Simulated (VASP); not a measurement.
Crystal: Pd.

```xyz
2
Lattice="2.7837 0.0000 0.0000 -1.3918 2.4107 0.0000 0.0000 0.0000 4.6289" Properties=species:S:1:pos:R:3 pbc="T T T"
Pd    0.0000    1.6071    1.1572
Pd    1.3918    0.8036    3.4717
```

Base run:

| Property | Result |
| --- | --- |
| Program | VASP 6.6.1 |
| Functional | r2SCAN |
| Potentials or basis | VASP PAW PBE potentials, release 64 (Pd) |
| Cutoff | 520 eV |
| k mesh | 11 × 11 × 6 |
| Occupations | fermi-dirac, width 0.05 eV |
| Spin | no spin polarisation |

Its results: band gap on the k mesh zero (band 10 reaches 8.92 eV, above the bottom of band 11 at 8.08 eV); pressure -5.2 GPa.

The run is repeated on the same cell with these changes: functional from r2SCAN to PBEsol. What comes out?

Band gap on the k mesh zero (band 10 reaches 8.91 eV, above the bottom of band 11 at 8.12 eV); pressure -10.6 GPa.

Caveats: the PAW data sets were made with another functional, which shifts forces and pressure a little.
